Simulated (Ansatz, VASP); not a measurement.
# Ta3Cu in VASP and in Ansatz

```
Ta Cu
1.0
    -2.00651    2.00651    4.20817
     2.00651   -2.00651    4.20817
     2.00651    2.00651   -4.20817
Ta Cu
3 1
Direct
  0.50000 0.50000 0.00000
  0.25000 0.75000 0.50000
  0.75000 0.25000 0.50000
  0.00000 0.00000 0.00000
```

Alike in both runs: task single point; functional LDA; k mesh 9 × 9 × 9; occupations fermi-dirac, width 0.05 eV; no spin polarisation.

|  | VASP | Ansatz |
| --- | --- | --- |
| version | VASP 6.6.1 | Ansatz 0.2.0 |
| potentials or method | VASP PAW LDA potentials, release 64 (Ta_pv, Cu) | Ansatz PAW |
| plane-wave cutoff (eV) | 520 | 420 |
| valence electrons in the cell | 44 | 58 |

Ansatz gave:

| Quantity | Value |
| --- | --- |
| gap on the k mesh at the Fermi level (eV) | none |
| pressure (GPa) | -11.3 |
| traceless stress, the component that is largest in VASP (GPa) | -0.34 |

Q: Estimate VASP's values.

A: gap on the k mesh at the Fermi level (eV): none; pressure (GPa): -10.8; traceless stress, the component that is largest in VASP (GPa): -0.49.

LDA's correlation is that of Perdew and Zunger in VASP and of Perdew and Wang (1992) in Ansatz. A gap of «none» marks a metal or a gap that the smearing closes. VASP's potentials hold 44 valence electrons a cell and Ansatz's 58, so a difference there can come from the potentials and not from the codes.

Neither program's run includes spin-orbit coupling.
